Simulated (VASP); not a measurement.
Mg13O12, 25 atoms in the cell. The cell holds a slab with vacuum, 25 atoms: a = 5.446 Å, b = 5.446 Å, c = 17.558 Å, α = 90.00°, β = 90.00°, γ = 60.00°. 

```yaml
Program: VASP 6.6.1
Task: single point
Functional: PBE
Potentials_or_basis: VASP PAW PBE potentials, release 64 (Mg, O)
Cutoff: 520 eV
k_mesh: 2 × 2 × 1
Occupations: fermi-dirac, width 0.05 eV
Spin: no spin polarisation
Dipole_correction: no
Further_INCAR_settings: LREAL = Auto; ALGO = Normal; EDIFF = 1e-07; NBANDS = 67
```

Potentials or basis: VASP PAW PBE potentials, release 64 (Mg, O).

The run is started by

```bash
$ cat potpaw_PBE.64/Mg/POTCAR potpaw_PBE.64/O/POTCAR > POTCAR
$ mpirun -np 1 vasp_std > vasp.out
```

Hardware: 1 thread of Intel(R) Xeon(R) 6975P-C (Granite Rapids), on a shared host.

Question: Estimate the wall time of this run.

Answer: Wall time 4 min on 1 thread of Intel(R) Xeon(R) 6975P-C (Granite Rapids), on a shared host, peak memory 0.54 GiB. Counts: scf iterations 30, k points 4.
